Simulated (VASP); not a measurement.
**SiC: single point with PBE**

Crystal: SiC.

```
Si C
1.0
     0.00000    2.23537    2.23537
     2.23537    0.00000    2.23537
     2.23537    2.23537    0.00000
Si C
1 1
Direct
  0.00000 0.00000 0.00000
  0.75000 0.75000 0.75000
```

This cell differs from its parent crystal: strained.

```
Program             : VASP 6.6.1
Task                : single point
Functional          : PBE
Potentials or basis : VASP PAW PBE potentials, release 64 (Si, C)
Cutoff              : 520 eV
k mesh              : 12 × 12 × 12
Occupations         : gaussian, width 0.02 eV
Spin                : no spin polarisation
```

The pressure is -11.6 GPa and the band gap on the k mesh is 1.42 eV (least direct gap 4.46 eV).

Levels at points of the mesh, in eV from the valence-band top:
| k point | band 1 | band 2 | band 3 | band 4 | band 5 | band 6 | band 7 | band 8 | band 9 |
| --- | --- | --- | --- | --- | --- | --- | --- | --- | --- |
| (0.00, 0.00, 0.00) | -14.81 | 0.00 | 0.00 | 0.00 | 5.34 | 6.80 | 6.80 | 6.80 | 14.07 |
| (0.50, 0.00, 0.00) | -11.52 | -8.13 | -1.03 | -1.03 | 4.75 | 6.92 | 6.92 | 9.63 | 15.32 |
| (0.50, 0.50, 0.00) | -10.15 | -7.56 | -3.04 | -3.04 | 1.42 | 4.06 | 13.15 | 13.15 | 13.80 |

Wall time 12 s on 1 thread of Intel Xeon 8259CL, on a shared host, peak memory 0.14 GiB.

Caveat: the cell differs from its parent crystal (strained); the cell stands under tension. A k mesh can miss the band edges.
